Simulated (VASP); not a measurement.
Input of a VASP 6.6.1 run:

The input INCAR:

```
ALGO = Normal
EDIFF = 1E-6
ENCUT = 520
GGA = PE
ISIF = 2
ISMEAR = 0
LASPH = T
LCHARG = T
LELF = T
LREAL = F
LVHAR = T
LWAVE = F
NBANDS = 11
NELM = 80
PREC = Accurate
SIGMA = 0.01
```

Contents of KPOINTS:

```
k-points
0
Gamma
  6 6 6
```

POSCAR

```
BeS
1.0
    0.0000000000      2.2780134039      2.2780134039
    2.2780134039      0.0000000000      2.2780134039
    2.2780134039      2.2780134039      0.0000000000
Be S
1 1
Direct
    0.0000000000      0.0000000000      0.0000000000
    0.5000000000      0.5000000000      0.5000000000
```

Potentials or basis: VASP PAW PBE potentials, release 64 (Be, S).

Launch:

```console
$ cat potpaw_PBE.64/Be/POTCAR potpaw_PBE.64/S/POTCAR > POTCAR
$ mpirun -np 1 vasp_std > vasp.out
```

**Question.** Predict the band gap on the k mesh.

**Answer.** 1.01 eV, indirect (least direct gap 4.39 eV).

**Question.** Predict the pressure.

**Answer.** 5.8 GPa.

 A k mesh can miss the band edges.
